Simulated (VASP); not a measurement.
# BiTe (P1) in VASP: relaxation of cell and atoms with PBE

Aim: the relaxation of cell and atoms of BiTe with PBE.

Program: VASP 6.6.1. These are calculated values, not measurements. Logs are shortened: lines on timing, memory, paths and dates and some standing lists are left out, and cuts for length are marked.

### 1 The cell of the first run

The typed cell holds 4 atoms: a = 3.913 Å, b = 3.913 Å, c = 7.827 Å, α = 90.00°, β = 90.00°, γ = 90.00°.

### 2 Relaxation of cell and atoms, PBE

The input, INCAR:

```
PREC     = Accurate       # precision mode
ENCUT    = 600            # plane-wave cutoff, eV
EDIFF    = 1E-6           # SCF threshold, eV
ISMEAR   = 0              # smearing method
SIGMA    = 0.05           # smearing width, eV
LREAL    = F              # projectors in reciprocal space
LASPH    = T              # aspherical terms in the spheres
NELM     = 100            # most SCF steps
ALGO     = Normal         # electronic algorithm
ISIF     = 3              # what is computed and relaxed
LWAVE    = F              # write WAVECAR
LCHARG   = F              # write CHGCAR
GGA      = PE             # functional
IBRION   = 2              # ionic algorithm
NSW      = 100            # ionic steps
EDIFFG   = -0.02          # ionic threshold
```

The input, KPOINTS:

```
regular mesh
0
Gamma
  6 6 3
```

The input, POSCAR:

```
BiTe
1.0
    3.9133058495      0.0000000000      0.0000000000
    0.0000000000      3.9133058495      0.0000000000
    0.0000000000      0.0000000000      7.8266116990
Bi Te
2 2
Direct
    0.0055352926     -0.0415573025      0.0194566636
    0.0208054147      0.0303615078      0.5006618820
    0.5243260543      0.4939975920      0.2415009593
    0.4670536699      0.4892506036      0.7505854808
```

Potentials or basis: VASP PAW PBE potentials, release 64 (Bi_d, Te).

Launch:

```bash
cat potpaw_PBE.64/Bi_d/POTCAR potpaw_PBE.64/Te/POTCAR > POTCAR
mpirun -np 1 vasp_std > vasp.out
```

OUTCAR:

```text
PREC = Accurate
   ENCUT = 600
   EDIFF = 1E-6
   ISMEAR = 0
   LREAL = F
   LASPH = T
   NELM = 100
   ISIF = 3
   GGA = PE
   IBRION = 2
   NSW = 100
   EDIFFG = -0.02

 ion  position               nearest neighbor table
   1  0.006  0.958  0.019-   3 3.14   3 3.23   3 3.31   4 3.33   3 3.40   4 3.46   4 3.50   4 3.63
                             2 3.78
   2  0.021  0.030  0.501-   4 3.18   3 3.34   3 3.36   4 3.37   4 3.43   3 3.51   3 3.52   4 3.61
                             1 3.78
   3  0.524  0.494  0.242-   1 3.14   1 3.23   1 3.31   2 3.34   2 3.36   1 3.40   2 3.51   2 3.52

   4  0.467  0.489  0.751-   2 3.18   1 3.33   2 3.37   2 3.43   1 3.46   1 3.50   2 3.61   1 3.63

  LATTYP: Found a simple tetragonal cell.
 ALAT       =     3.9133058495
 C/A-ratio  =     2.0000000000

  Lattice vectors:

 A1 = (   3.9133058495,   0.0000000000,   0.0000000000)
 A2 = (   0.0000000000,   3.9133058495,   0.0000000000)
 A3 = (   0.0000000000,   0.0000000000,   7.8266116990)

Analysis of symmetry for initial positions (statically):
=====================================================================
 Subroutine PRICEL returns:
 Original cell was already a primitive cell.

 Routine SETGRP: Setting up the symmetry group for a
 simple tetragonal supercell.

 Subroutine GETGRP returns: Found  1 space group operations
 (whereof  1 operations were pure point group operations)
 out of a pool of 16 trial point group operations.

The static configuration has the point symmetry C_1 .

Analysis of symmetry for dynamics (positions and initial velocities):
=====================================================================
 Subroutine PRICEL returns:
 Original cell was already a primitive cell.

 Routine SETGRP: Setting up the symmetry group for a
 simple tetragonal supercell.

 Subroutine GETGRP returns: Found  1 space group operations
 (whereof  1 operations were pure point group operations)
 out of a pool of 16 trial point group operations.

The dynamic configuration has the point symmetry C_1 .

 Subroutine INISYM returns: Found  1 space group operations
 (whereof  1 operations are pure point group operations),
 and found     1 'primitive' translations

----------------------------------------------------------------------------------------

                                     Primitive cell

  volume of cell :     119.8564

  direct lattice vectors                    reciprocal lattice vectors
     3.913305849  0.000000000  0.000000000     0.255538422  0.000000000  0.000000000
     0.000000000  3.913305849  0.000000000     0.000000000  0.255538422  0.000000000
     0.000000000  0.000000000  7.826611699     0.000000000  0.000000000  0.127769211

  length of vectors
     3.913305849  3.913305849  7.826611699     0.255538422  0.255538422  0.127769211

  position of ions in fractional coordinates (direct lattice)
     0.005535293  0.958442697  0.019456664
     0.020805415  0.030361508  0.500661882
     0.524326054  0.493997592  0.241500959
     0.467053670  0.489250604  0.750585481

  ion indices of the primitive-cell ions
   primitive index   ion index
                 1           1
                 2           2
                 3           3
                 4           4

----------------------------------------------------------------------------------------

 KPOINTS: regular mesh

Automatic generation of k-mesh.
 Grid dimensions read from file:
 generate k-points for:    6    6    3

 Generating k-lattice:

  Cartesian coordinates                     Fractional coordinates (reciprocal lattice)
     0.042589737  0.000000000  0.000000000     0.166666667  0.000000000  0.000000000
     0.000000000  0.042589737  0.000000000     0.000000000  0.166666667  0.000000000
     0.000000000  0.000000000  0.042589737     0.000000000  0.000000000  0.333333333

  Length of vectors
     0.042589737  0.042589737  0.042589737

  Shift w.r.t. Gamma in fractional coordinates (k-lattice)
     0.000000000  0.000000000  0.000000000

 Subroutine IBZKPT returns following result:
 ===========================================

 Found     56 irreducible k-points:

 Following reciprocal coordinates:
            Coordinates               Weight
  0.000000  0.000000  0.000000      1.000000
  0.166667  0.000000  0.000000      2.000000
  0.000000  0.166667  0.000000      2.000000
  0.333333  0.000000  0.000000      2.000000
  0.000000  0.333333  0.000000      2.000000
  0.500000  0.000000  0.000000      1.000000
[... 16 lines left out ...]
  0.000000  0.166667  0.333333      2.000000
 -0.166667  0.000000  0.333333      2.000000
 [... further k-points ...]
   k-points           NKPTS =     56   k-points in BZ     NKDIM =     56   number of bands    NBANDS=     25
   number of dos      NEDOS =    301   number of ions     NIONS =      4
   total plane-waves  NPLWV =  65536
   dimension x,y,z NGX =    32 NGY =   32 NGZ =   64
   dimension x,y,z NGXF=    64 NGYF=   64 NGZF=  128
   ions per type =               2   2
   NGX,Y,Z   is equivalent  to a cutoff of  13.59, 13.59, 13.59 a.u.
   NGXF,Y,Z  is equivalent  to a cutoff of  27.19, 27.19, 27.19 a.u.
 SYSTEM =  unknown system
   PREC   = accura    normal or accurate (medium, high low for compatibility)
   ISTART =      0    job   : 0-new  1-cont  2-samecut
   ICHARG =      2    charge: 1-file 2-atom 10-const
   ISPIN  =      1    spin polarized calculation?
   LNONCOLLINEAR =      F non collinear calculations
   LSORBIT =      F    spin-orbit coupling
   LASPH  =      T    aspherical Exc in radial PAW
   ENCUT  =  600.0 eV  44.10 Ry    6.64 a.u.   7.82  7.82 15.63*2*pi/ulx,y,z
   NELM   =    100;   NELMIN=  2; NELMDL= -5     # of ELM steps
   EDIFF  = 0.1E-05   stopping-criterion for ELM
   LREAL  =      F    real-space projection
   EDIFFG = -.2E-01   stopping-criterion for IOM
   NSW    =    100    number of steps for IOM
   IBRION =      2    ionic relax: 0-MD 1-quasi-New 2-CG
   NFREE  =      1    steps in history (QN), initial steepest desc. (CG)
   ISIF   =      3    stress and relaxation
   ISYM   =      2    0-nonsym 1-usesym 2-fastsym
   POTIM  = 0.5000    time-step for ionic-motion
   TEBEG  =    0.0;   TEEND  =   0.0 temperature during run
   PSTRESS=    0.0 pullay stress
   NELECT =      42.0000    total number of electrons
   NUPDOWN=      -1.0000    fix difference up-down
   EMIN   =  10.00;   EMAX   =-10.00  energy-range for DOS
   EFERMI =   0.00;   METHOD = LEGACY
   ISMEAR =     0;   SIGMA  =   0.05  broadening in eV -4-tet -1-fermi 0-gaus
   EFERMI_NEDOS =   21; number of points for ismear=-14 and -15
   IALGO  =     38    algorithm
   IMIX   =      4    mixing-type and parameters
     AMIX     =   0.40;   BMIX     =  1.00
     AMIX_MAG =   1.60;   BMIX_MAG =  1.00
  volume/ion in A,a.u.               =      29.96       202.21
  Fermi-wavevector in a.u.,A,eV,Ry     =   1.154173  2.181070 18.124520  1.332115
  Thomas-Fermi vector in A             =   2.290811
   LORBIT       =      0    0 simple, 1 ext, 2 COOP (PROOUT), +10 PAW based schemes
   GGA     = PE    functional components
   LHFCALC =     F    Hartree Fock is set to
   AEXX    =    0.0000 exact exchange contribution
   IVDW    =     0    specifies the selected vdW correction
   LEPSILON=     F    determine dielectric tensor
   LRPA    =     F    only Hartree local field effects (RPA)
 conjugate gradient relaxation of ions
 non-spin polarized calculation
 Gauss-broadening in eV      SIGMA  =   0.05
  energy-cutoff  :      600.00
  volume of cell :      119.86
 maximum number of plane-waves:      4022
   NGX = 15   NGY = 15   NGZ = 31

--------------------------------------- Ionic step        1  -------------------------------------------

 number of electron      42.0000004 magnetization

 Free energy of the ion-electron system (eV)
  ---------------------------------------------------
  ext. energy  EPLUGINS =         0.00000000
  ---------------------------------------------------
  free energy    TOTEN  =       -13.81221946 eV

  energy without entropy =      -13.80854386  energy(sigma->0) =      -13.81038166

------------------------ aborting loop because EDIFF is reached ----------------------------------------

  FORCE on cell =-STRESS in cart. coord.  units (eV):
  Direction    XX          YY          ZZ          XY          YZ          ZX
  --------------------------------------------------------------------------------------
  -------------------------------------------------------------------------------------
  Total        0.7908536      1.0737582      0.7627277      0.4414542     -0.2282204     -0.0308006
  in kB       10.5717119     14.3534305     10.1957399      5.9011263     -3.0507288     -0.4117263
  external PRESSURE =      11.7069608 kB  Pullay stress =       0.0000000 kB
[... 95 lines left out ...]
  FREE ENERGIE OF THE ION-ELECTRON SYSTEM (eV)
  ---------------------------------------------------
  free  energy   TOTEN  =       -13.8340605874 eV

  energy  without entropy=      -13.8308361573  energy(sigma->0) =      -13.83244837

 E-fermi :   7.5709     XC(G=0): -10.0007

 val. band max:        7.5684924950   @ k =   0.3333   0.0000   0.3333
 cond. band min:       7.5721255226   @ k =  -0.3333   0.0000   0.3333
 fundamental gap:      0.0036330276
 Fermi energy:         7.5709310578

 k-point     1 :       0.0000    0.0000    0.0000
  band No.  band energies     occupation
      1     -15.7188      2.00000
      2     -15.7092      2.00000
      3     -15.7011      2.00000
      4     -15.6916      2.00000
      5     -15.6750      2.00000
      6     -15.6724      2.00000
[... 661 lines left out ...]
     24       9.9485      0.00000
     25      10.4459      0.00000

 [... further k-points ...]

[... ionic steps 4 to 64 ...]

--------------------------------------- Ionic step       65  -------------------------------------------

 number of electron      42.0000000 magnetization

------------------------ aborting loop because EDIFF is reached ----------------------------------------
[... 71 lines left out ...]
--------------------------------------- Ionic step       67  -------------------------------------------

 number of electron      42.0000000 magnetization

 Free energy of the ion-electron system (eV)
  ---------------------------------------------------
  ext. energy  EPLUGINS =         0.00000000
  ---------------------------------------------------
  free energy    TOTEN  =       -14.22332102 eV

  energy without entropy =      -14.22149322  energy(sigma->0) =      -14.22240712

 E-fermi :   6.7046     XC(G=0):  -9.4631

 val. band max:        6.5659357712   @ k =   0.5000   0.1667   0.3333
 cond. band min:       6.7226205913   @ k =   0.5000   0.5000   0.3333
 fundamental gap:      0.1566848201
 Fermi energy:         6.7046020719

 k-point     1 :       0.0000    0.0000    0.0000
  band No.  band energies     occupation
      1     -16.7627      2.00000
      2     -16.7364      2.00000
      3     -16.7310      2.00000
      4     -16.7189      2.00000
      5     -16.7175      2.00000
      6     -16.6934      2.00000
[... 661 lines left out ...]
     24       8.1925      0.00000
     25       8.4201      0.00000

 [... further k-points ...]

------------------------ aborting loop because EDIFF is reached ----------------------------------------

  FORCE on cell =-STRESS in cart. coord.  units (eV):
  Direction    XX          YY          ZZ          XY          YZ          ZX
  --------------------------------------------------------------------------------------
  -------------------------------------------------------------------------------------
  Total       -0.0620250     -0.0500300     -0.0644284      0.0072073      0.0070183     -0.0182868
  in kB       -0.7335448     -0.5916844     -0.7619691      0.0852382      0.0830026     -0.2162704
  external PRESSURE =      -0.6957328 kB  Pullay stress =       0.0000000 kB
[... 19 lines left out ...]
  FREE ENERGIE OF THE ION-ELECTRON SYSTEM (eV)
  ---------------------------------------------------
  free  energy   TOTEN  =       -14.2233210196 eV

  energy  without entropy=      -14.2214932179  energy(sigma->0) =      -14.22240712

 reached required accuracy - stopping structural energy minimisation
```

It took 61 min on 1 thread of AMD EPYC 9R45 (Zen 5), shared host; peak memory 0.36 GiB.

What came out:

```
Free energy                           : -14.2233 eV
Relaxed volume                        : 33.87 Å³/atom
Relaxed cell                          : a = 4.375 Å, b = 4.368 Å, c = 7.333 Å, α = 90.01°, β = 89.96°, γ = 75.17°
Space group after relaxing (to 0.1 Å) : Cmcm (No. 63)
Energy gained by relaxing             : 102.8 meV/atom
Ionic steps                           : 67
Pressure after relaxing               : -0.1 GPa
Largest force after relaxing          : 0.019 eV/Å
Band gap on the k mesh                : zero (bands 21 and 22 overlap by 2.37 eV)
```

Forces in eV/Å, atoms in the order of the input:
```
Bi  -0.003  0.015  0.012
Bi  -0.006 -0.007 -0.001
Te   0.010  0.001 -0.006
Te  -0.001 -0.009 -0.005
```

The path:
```
step  energy change (eV)  largest force (eV/Å)  pressure (GPa)  volume (Å³)
   1              0.0000                0.3545            1.17       119.86
   3             -0.0218                0.2307           -0.52       123.30
   5             -0.0376                0.0836            0.08       121.82
   7             -0.0423                0.0799           -0.08       122.16
   9             -0.0433                0.0598            0.09       121.77
  11             -0.0441                0.0438            0.10       121.77
  13             -0.0448                0.0398           -0.12       122.27
  15             -0.0470                0.0471            0.00       122.12
  17             -0.0473                0.0740            0.13       122.00
  19             -0.0485                0.0740           -0.24       123.05
  21             -0.0514                0.0993           -0.15       123.10
  23             -0.0723                0.1950            0.68       123.27
  25             -0.0724                0.1974            0.79       123.28
  27             -0.0731                0.2019            0.86       123.35
  29             -0.0742                0.2109            0.95       123.52
  31             -0.0798                0.2157            0.78       124.02
  33             -0.0969                0.2392            0.25       126.06
  35             -0.1204                0.3854           -1.15       134.22
  37             -0.1341                0.3569           -0.65       132.64
  39             -0.1603                0.3359            0.01       133.62
  41             -0.1855                0.2462           -0.06       134.25
  43             -0.2140                0.3770           -0.50       136.53
  45             -0.2269                0.3098           -0.29       135.38
  47             -0.2550                0.2991            0.29       134.17
  49             -0.2475                0.6502            0.15       137.10
  51             -0.3096                0.3712           -0.12       135.92
  53             -0.3502                0.2814           -0.09       136.28
  55             -0.3755                0.1781           -0.04       135.79
  57             -0.3929                0.1672            0.21       134.72
  59             -0.3971                0.1418            0.16       134.77
  61             -0.4087                0.0539           -0.19       135.70
  63             -0.4090                0.0310            0.37       134.26
  65             -0.4109                0.0234            0.04       135.13
  67             -0.4111                0.0192           -0.07       135.47
```

Final structure:
```
Bi Te
1.0
     4.33748    0.57099    0.02179
     0.55764    4.33254    0.02047
    -0.02686   -0.03205    7.33292
Bi Te
2 2
Direct
  0.00441 0.99001 0.00235
  0.00470 0.99542 0.50286
  0.62650 0.61587 0.25355
  0.38210 0.37075 0.75344
```

Levels at points of the mesh, in eV from the Fermi level:
| k point | band 19 | band 20 | band 21 | band 22 | band 23 | band 24 |
| --- | --- | --- | --- | --- | --- | --- |
| (0.00, 0.00, 0.00) | -2.00 | -1.95 | -1.46 | -0.15 | 0.79 | 1.45 |
| (0.50, 0.00, 0.00) | -1.40 | -1.08 | -0.67 | 0.08 | 1.31 | 1.80 |
| (0.00, 0.50, 0.00) | -1.41 | -1.08 | -0.68 | 0.07 | 1.31 | 1.80 |
| (0.50, 0.50, 0.00) | -2.62 | -2.54 | -2.38 | -1.63 | 1.47 | 2.91 |

Caveat: spin-orbit coupling is left out, which moves the levels of the heavy elements.
